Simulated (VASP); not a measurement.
Here is a VASP 6.6.1 calculation.

The input INCAR:

```
PREC = Accurate ; ENCUT = 520
EDIFF = 1E-7 ; ISMEAR = 0
SIGMA = 0.05 ; LREAL = False
LASPH = True ; NELM = 60
ALGO = Normal ; ISIF = 2
LWAVE = False ; LCHARG = False
GGA = PS ; NBANDS = 11
```

The input KPOINTS:

```
Automatic mesh
0
Gamma
  10 10 10
```

The input POSCAR:

```
SiC
1.0
    0.0000000000      2.2147686909      2.2147686909
    2.2147686909      0.0000000000      2.2147686909
    2.2147686909      2.2147686909      0.0000000000
Si C
1 1
Direct
    0.0035337978     -0.0035337978      0.0035337978
    0.7417370152      0.7582629848      0.7417370152
```

Potentials or basis: VASP PAW PBE potentials, release 64 (Si, C).

Run with:

```sh
$ cat potpaw_PBE.64/Si/POTCAR potpaw_PBE.64/C/POTCAR > POTCAR
$ mpirun -np 1 vasp_std > vasp.out
```

Problem. Estimate the largest force.

Solution. 0.894 eV/Å.

Problem. Estimate the band gap on the k mesh.

Solution. 1.03 eV, indirect (least direct gap 4.26 eV).

Problem. What does it give for the pressure?

Solution. -9.4 GPa.

Stress tensor (GPa, compression positive):
```
-9.27  0.00 -2.35
 0.00 -9.66  0.00
-2.35  0.00 -9.27
```

Caveat: the PAW data sets were made with another functional, which shifts forces and pressure a little. A k mesh can miss the band edges.
